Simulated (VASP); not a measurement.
Here is a VASP 6.6.1 calculation.

Contents of INCAR:

```
SYSTEM = CdAg
PREC = Accurate
ENCUT = 520
EDIFF = 1E-6
ISMEAR = 0
SIGMA = 0.15
LREAL = .FALSE.
LASPH = .TRUE.
NELM = 60
ALGO = Fast
ISIF = 2
LWAVE = .FALSE.
LCHARG = .TRUE.
GGA = PS
LELF = .TRUE.
LVHAR = .TRUE.
NBANDS = 18
```

The input KPOINTS:

```
regular mesh
0
G
  14 14 14
  0 0 0
```

Contents of POSCAR:

```
CdAg
1.0
    3.2467500000      0.0000000000      0.0000000000
    0.0000000000      3.2467500000      0.0000000000
    0.0000000000      0.0000000000      3.4132500000
Cd Ag
1 1
Direct
    0.5000000000      0.5000000000      0.5000000000
    0.0000000000      0.0000000000      0.0000000000
```

Potentials or basis: VASP PAW PBE potentials, release 64 (Cd, Ag).

Command:

```sh
$ cat potpaw_PBE.64/Cd/POTCAR potpaw_PBE.64/Ag/POTCAR > POTCAR
$ mpirun -np 1 vasp_std > vasp.out
```

Task: Predict the pressure.

Result: 1.1 GPa.

Stress tensor (GPa, compression positive):
```
0.97 0.00 0.00
0.00 0.97 0.00
0.00 0.00 1.32
```

Caveat: the cell differs from its parent crystal (strain -0.025 along x and y, +0.025 along z); the PAW data sets were made with another functional, which shifts forces and pressure a little.
